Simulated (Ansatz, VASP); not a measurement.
# One calculation of HfN, two programs

```xyz
2
Lattice="2.8250 0.0000 0.0000 0.0000 2.8250 0.0000 0.0000 0.0000 2.8250" Properties=species:S:1:pos:R:3 pbc="T T T"
Hf    0.0000    0.0000    0.0000
N     1.4125    1.4125    1.4125
```

Alike in both runs: task single point; functional PBE; k mesh 20 × 20 × 20; occupations gaussian, width 0.1 eV; no spin polarisation.

|  | VASP | Ansatz |
| --- | --- | --- |
| version | VASP 6.6.1 | Ansatz 0.2.0 |
| potentials or method | VASP PAW PBE potentials, release 64 (Hf_pv, N), cutoff 520 eV | scalar-relativistic, plane waves, PAW |
| valence electrons in the cell | 15 | 31 |

VASP gave:

| Quantity | Value |
| --- | --- |
| gap on the k mesh at the Fermi level (eV) | none |
| pressure (GPa) | -2.6 |

Estimate Ansatz's values.

gap on the k mesh at the Fermi level (eV): none; pressure (GPa): 0.0.

A gap of «none» marks a metal or a gap that the smearing closes. VASP's potentials hold 15 valence electrons a cell and Ansatz's 31, so a difference there can come from the potentials and not from the codes.

Spin-orbit coupling is off throughout.
